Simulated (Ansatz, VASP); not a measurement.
Ru: VASP beside Ansatz

```
Ru
1.0
     2.72356    0.00000    0.00000
    -1.36178    2.35867    0.00000
     0.00000    0.00000    4.28908
Ru
2
Direct
  0.33333 0.66667 0.25000
  0.66667 0.33333 0.75000
```

Alike in both runs: task single point; functional PBE; k mesh 13 × 13 × 7; occupations methfessel-paxton of order 1, width 0.03 eV; no spin polarisation.

|  | VASP | Ansatz |
| --- | --- | --- |
| version | VASP 6.6.1 | Ansatz 0.2.0 |
| potentials or method | VASP PAW PBE potentials, release 64 (Ru_pv), cutoff 520 eV | plane waves (420 eV) with PAW, scalar-relativistic |
| valence electrons in the cell | 28 | 32 |

```csv
,VASP,Ansatz,Ansatz less VASP
pressure (GPa),-0.4,-0.2,+0.10
"traceless stress, the component that is largest in VASP (GPa)",0.36,0.33,-0.028
```

The functional is the same, so the differences come from potentials, cutoffs and numerics. VASP's potentials hold 28 valence electrons a cell and Ansatz's 32, so a difference there can come from the potentials and not from the codes.
